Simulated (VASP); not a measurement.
# Pt (Pm-3m) in VASP: single point with PBEsol

Aim: the single point of Pt with PBEsol.

All numbers are computed with VASP 6.6.1; they aren't measurements. Logs are shortened: lines on timing, memory, paths and dates and some standing lists are left out, and cuts for length are marked.

**1. The cell of the first run**

Symmetry: Pm-3m, No. 221, cubic system. Conventional cell: a = 3.910 Å, b = 3.910 Å, c = 3.910 Å, α = 90.00°, β = 90.00°, γ = 90.00°. Pt (site symmetry 4/mmm) has 8 Pt at 2.76 Å within 3.6 Å.

**2. Single point, PBEsol**

Input file INCAR:

```
ALGO = Normal
EDIFF = 1E-7
ENCUT = 520
GGA = PS
ISIF = 2
ISMEAR = 1
LASPH = True
LCHARG = False
LREAL = False
LWAVE = False
NBANDS = 22
NELM = 80
PREC = Accurate
SIGMA = 0.1
```

Input file KPOINTS:

```
k-points
0
Gamma
  6 6 6
```

Input file POSCAR:

```
Pt
1.0
    3.9098690000      0.0000000000      0.0000000000
    0.0000000000      3.9098690000      0.0000000000
    0.0000000000      0.0000000000      3.9098690000
Pt
3
Direct
    0.5000000000      0.0000000000      0.0000000000
    0.0000000000      0.5000000000      0.0000000000
    0.0000000000      0.0000000000      0.5000000000
```

Potentials or basis: VASP PAW PBE potentials, release 64 (Pt).

On the command line:

```bash
cat potpaw_PBE.64/Pt/POTCAR > POTCAR
mpirun -np 1 vasp_std > vasp.out
```

OUTCAR:

```text
EDIFF = 1E-7
   ENCUT = 520
   GGA = PS
   ISIF = 2
   ISMEAR = 1
   LASPH = True
   LREAL = False
   NELM = 80
   PREC = Accurate

 ion  position               nearest neighbor table
   1  0.500  0.000  0.000-   2 2.76   3 2.76   3 2.76   2 2.76   2 2.76   3 2.76   3 2.76   2 2.76

   2  0.000  0.500  0.000-   1 2.76   3 2.76   3 2.76   1 2.76   3 2.76   3 2.76   1 2.76   1 2.76

   3  0.000  0.000  0.500-   1 2.76   2 2.76   1 2.76   2 2.76   2 2.76   2 2.76   1 2.76   1 2.76

  LATTYP: Found a simple cubic cell.
 ALAT       =     3.9098690000

  Lattice vectors:

 A1 = (   3.9098690000,   0.0000000000,   0.0000000000)
 A2 = (   0.0000000000,   3.9098690000,   0.0000000000)
 A3 = (   0.0000000000,   0.0000000000,   3.9098690000)

Analysis of symmetry for initial positions (statically):
=====================================================================
 Subroutine PRICEL returns:
 Original cell was already a primitive cell.

 Routine SETGRP: Setting up the symmetry group for a
 simple cubic supercell.

 Subroutine GETGRP returns: Found 48 space group operations
 (whereof 48 operations were pure point group operations)
 out of a pool of 48 trial point group operations.

The static configuration has the point symmetry O_h .

Analysis of symmetry for dynamics (positions and initial velocities):
=====================================================================
 Subroutine PRICEL returns:
 Original cell was already a primitive cell.

 Routine SETGRP: Setting up the symmetry group for a
 simple cubic supercell.

 Subroutine GETGRP returns: Found 48 space group operations
 (whereof 48 operations were pure point group operations)
 out of a pool of 48 trial point group operations.

The dynamic configuration has the point symmetry O_h .

 Subroutine INISYM returns: Found 48 space group operations
 (whereof 48 operations are pure point group operations),
 and found     1 'primitive' translations

----------------------------------------------------------------------------------------

                                     Primitive cell

  volume of cell :      59.7705

  direct lattice vectors                    reciprocal lattice vectors
     3.909869000  0.000000000  0.000000000     0.255763045  0.000000000  0.000000000
     0.000000000  3.909869000  0.000000000     0.000000000  0.255763045  0.000000000
     0.000000000  0.000000000  3.909869000     0.000000000  0.000000000  0.255763045

  length of vectors
     3.909869000  3.909869000  3.909869000     0.255763045  0.255763045  0.255763045

  position of ions in fractional coordinates (direct lattice)
     0.500000000  0.000000000  0.000000000
     0.000000000  0.500000000  0.000000000
     0.000000000  0.000000000  0.500000000

  ion indices of the primitive-cell ions
   primitive index   ion index
                 1           1
                 2           2
                 3           3

----------------------------------------------------------------------------------------

 KPOINTS: k-points

Automatic generation of k-mesh.
 Grid dimensions read from file:
 generate k-points for:    6    6    6

 Generating k-lattice:

  Cartesian coordinates                     Fractional coordinates (reciprocal lattice)
     0.042627174  0.000000000  0.000000000     0.166666667  0.000000000  0.000000000
     0.000000000  0.042627174  0.000000000     0.000000000  0.166666667  0.000000000
     0.000000000  0.000000000  0.042627174     0.000000000  0.000000000  0.166666667

  Length of vectors
     0.042627174  0.042627174  0.042627174

  Shift w.r.t. Gamma in fractional coordinates (k-lattice)
     0.000000000  0.000000000  0.000000000

 Subroutine IBZKPT returns following result:
 ===========================================

 Found     20 irreducible k-points:

 Following reciprocal coordinates:
            Coordinates               Weight
  0.000000  0.000000  0.000000      1.000000
  0.166667  0.000000  0.000000      6.000000
  0.333333  0.000000  0.000000      6.000000
  0.500000  0.000000  0.000000      3.000000
  0.166667  0.166667  0.000000     12.000000
  0.333333  0.166667  0.000000     24.000000
[... 12 lines left out ...]
  0.500000  0.500000  0.333333      6.000000
  0.500000  0.500000  0.500000      1.000000
   k-points           NKPTS =     20   k-points in BZ     NKDIM =     20   number of bands    NBANDS=     22
   number of dos      NEDOS =    301   number of ions     NIONS =      3
   total plane-waves  NPLWV =  27000
   dimension x,y,z NGX =    30 NGY =   30 NGZ =   30
   dimension x,y,z NGXF=    60 NGYF=   60 NGZF=   60
   ions per type =               3
   NGX,Y,Z   is equivalent  to a cutoff of  12.76, 12.76, 12.76 a.u.
   NGXF,Y,Z  is equivalent  to a cutoff of  25.51, 25.51, 25.51 a.u.
 SYSTEM =  unknown system
   PREC   = accura    normal or accurate (medium, high low for compatibility)
   ISTART =      0    job   : 0-new  1-cont  2-samecut
   ICHARG =      2    charge: 1-file 2-atom 10-const
   ISPIN  =      1    spin polarized calculation?
   LNONCOLLINEAR =      F non collinear calculations
   LSORBIT =      F    spin-orbit coupling
   LASPH  =      T    aspherical Exc in radial PAW
   ENCUT  =  520.0 eV  38.22 Ry    6.18 a.u.   7.27  7.27  7.27*2*pi/ulx,y,z
   NELM   =     80;   NELMIN=  2; NELMDL= -5     # of ELM steps
   EDIFF  = 0.1E-06   stopping-criterion for ELM
   LREAL  =      F    real-space projection
   EDIFFG = 0.1E-05   stopping-criterion for IOM
   NSW    =      0    number of steps for IOM
   IBRION =     -1    ionic relax: 0-MD 1-quasi-New 2-CG
   NFREE  =      0    steps in history (QN), initial steepest desc. (CG)
   ISIF   =      2    stress and relaxation
   ISYM   =      2    0-nonsym 1-usesym 2-fastsym
   POTIM  = 0.5000    time-step for ionic-motion
   TEBEG  =    0.0;   TEEND  =   0.0 temperature during run
   PSTRESS=    0.0 pullay stress
   NELECT =      30.0000    total number of electrons
   NUPDOWN=      -1.0000    fix difference up-down
   EMIN   =  10.00;   EMAX   =-10.00  energy-range for DOS
   EFERMI =   0.00;   METHOD = LEGACY
   ISMEAR =     1;   SIGMA  =   0.10  broadening in eV -4-tet -1-fermi 0-gaus
   EFERMI_NEDOS =   21; number of points for ismear=-14 and -15
   IALGO  =     38    algorithm
   IMIX   =      4    mixing-type and parameters
     AMIX     =   0.40;   BMIX     =  1.00
     AMIX_MAG =   1.60;   BMIX_MAG =  1.00
  volume/ion in A,a.u.               =      19.92       134.45
  Fermi-wavevector in a.u.,A,eV,Ry     =   1.301027  2.458585 23.030198  1.692672
  Thomas-Fermi vector in A             =   2.432188
   LORBIT       =      0    0 simple, 1 ext, 2 COOP (PROOUT), +10 PAW based schemes
   GGA     = PS    functional components
   LHFCALC =     F    Hartree Fock is set to
   AEXX    =    0.0000 exact exchange contribution
   IVDW    =     0    specifies the selected vdW correction
   LEPSILON=     F    determine dielectric tensor
   LRPA    =     F    only Hartree local field effects (RPA)
 non-spin polarized calculation
 Methfessel and Paxton  Order N= 1 SIGMA  =   0.10
  energy-cutoff  :      520.00
  volume of cell :       59.77
 maximum number of plane-waves:      1640
 NGX is ok and might be reduce to    30
   NGX = 15   NGY = 15   NGZ = 15

 number of electron      30.0000004 magnetization

 Free energy of the ion-electron system (eV)
  ---------------------------------------------------
  ext. energy  EPLUGINS =         0.00000000
  ---------------------------------------------------
  free energy    TOTEN  =       -19.54511682 eV

  energy without entropy =      -19.54623030  energy(sigma->0) =      -19.54548798

 E-fermi :   6.3614     XC(G=0): -11.7875

 val. band max:        6.3265873758   @ k =   0.1667   0.1667   0.0000
 cond. band min:       6.3887093993   @ k =   0.5000   0.0000   0.0000
 fundamental gap:      0.0621220236
 Fermi energy:         6.3614480876

 k-point     1 :       0.0000    0.0000    0.0000
  band No.  band energies     occupation
      1      -1.7642      2.00000
      2       1.0793      2.00000
      3       1.5454      2.00000
      4       1.5454      2.00000
      5       1.5454      2.00000
      6       2.1555      2.00000
[... 14 lines left out ...]
     21      15.4186      0.00000
     22      18.2162      0.00000

 k-point     2 :       0.1667    0.0000    0.0000
  band No.  band energies     occupation
      1      -1.4344      2.00000
      2       1.3062      2.00000
      3       1.6100      2.00000
      4       1.7565      2.00000
      5       1.7565      2.00000
      6       2.1993      2.00000
[... 14 lines left out ...]
     21      16.5308      0.00000
     22      18.7715      0.00000

 k-point     3 :       0.3333    0.0000    0.0000
  band No.  band energies     occupation
      1      -0.5869      2.00000
      2       1.7517      2.00000
      3       1.8075      2.00000
      4       2.3719      2.00000
      5       2.3719      2.00000
      6       2.4058      2.00000
[... 14 lines left out ...]
     21      16.2578      0.00000
     22      18.1554      0.00000

 k-point     4 :       0.5000    0.0000    0.0000
  band No.  band energies     occupation
      1       0.0252      2.00000
      2       1.8302      2.00000
      3       2.0190      2.00000
      4       2.7643      2.00000
      5       3.1300      2.00000
      6       3.1300      2.00000
[... 14 lines left out ...]
     21      16.0150      0.00000
     22      17.6674      0.00000

 k-point     5 :       0.1667    0.1667    0.0000
  band No.  band energies     occupation
      1      -1.1205      2.00000
      2       1.5355      2.00000
      3       1.7069      2.00000
      4       1.8998      2.00000
      5       1.9356      2.00000
      6       2.3557      2.00000
[... 317 lines left out ...]
 k-point    18 :       0.5000    0.3333    0.3333
  band No.  band energies     occupation
      1       0.8349      2.00000
      2       1.2154      2.00000
      3       1.5796      2.00000
      4       2.3599      2.00000
      5       3.2710      2.00000
      6       3.4149      2.00000
[... 14 lines left out ...]
     21      13.4197      0.00000
     22      15.0650      0.00000

 k-point    19 :       0.5000    0.5000    0.3333
  band No.  band energies     occupation
      1       1.0432      2.00000
      2       1.0432      2.00000
      3       1.0676      2.00000
      4       2.1816      2.00000
      5       3.4371      2.00000
      6       3.4371      2.00000
[... 14 lines left out ...]
     21      13.2154      0.00000
     22      13.2154      0.00000

 k-point    20 :       0.5000    0.5000    0.5000
  band No.  band energies     occupation
      1       0.8702      2.00000
      2       0.8702      2.00000
      3       0.8702      2.00000
      4       1.9875      2.00000
      5       3.4572      2.00000
      6       3.4572      2.00000
[... 14 lines left out ...]
     21      12.1467      0.00000
     22      12.1467      0.00000

------------------------ aborting loop because EDIFF is reached ----------------------------------------

  FORCE on cell =-STRESS in cart. coord.  units (eV):
  Direction    XX          YY          ZZ          XY          YZ          ZX
  --------------------------------------------------------------------------------------
  -------------------------------------------------------------------------------------
  Total       -7.8086858     -7.8086858     -7.8086858     -0.0000000     -0.0000000      0.0000000
  in kB     -209.3157509   -209.3157509   -209.3157509     -0.0000000     -0.0000000      0.0000000
  external PRESSURE =    -209.3157509 kB  Pullay stress =       0.0000000 kB

 VOLUME and BASIS-vectors are now :
 -----------------------------------------------------------------------------
  energy-cutoff  :      520.00
  volume of cell :       59.77
      direct lattice vectors                 reciprocal lattice vectors
     3.909869000  0.000000000  0.000000000     0.255763045  0.000000000  0.000000000
     0.000000000  3.909869000  0.000000000     0.000000000  0.255763045  0.000000000
     0.000000000  0.000000000  3.909869000     0.000000000  0.000000000  0.255763045

 POSITION                                       TOTAL-FORCE (eV/Angst)
 -----------------------------------------------------------------------------------
      1.95493      0.00000      0.00000         0.000000      0.000000      0.000000
      0.00000      1.95493      0.00000         0.000000      0.000000      0.000000
      0.00000      0.00000      1.95493         0.000000      0.000000      0.000000
 -----------------------------------------------------------------------------------
    total drift:                                0.000000      0.000000      0.000000

  FREE ENERGIE OF THE ION-ELECTRON SYSTEM (eV)
  ---------------------------------------------------
  free  energy   TOTEN  =       -19.5451168241 eV

  energy  without entropy=      -19.5462302994  energy(sigma->0) =      -19.54548798
```

It took 21 s on 1 thread of Intel Xeon 6975P-C, shared host; peak memory 0.17 GiB.

Results:

```yaml
Free_energy: -19.5451 eV
Pressure: -20.9 GPa
Band_gap_on_the_k_mesh: zero (band 15 reaches 7.63 eV, above the bottom of band 16 at 6.07 eV)
```

Caveat: the PAW data sets were made with another functional, which shifts forces and pressure a little; spin-orbit coupling is left out, which moves the levels of the heavy elements.
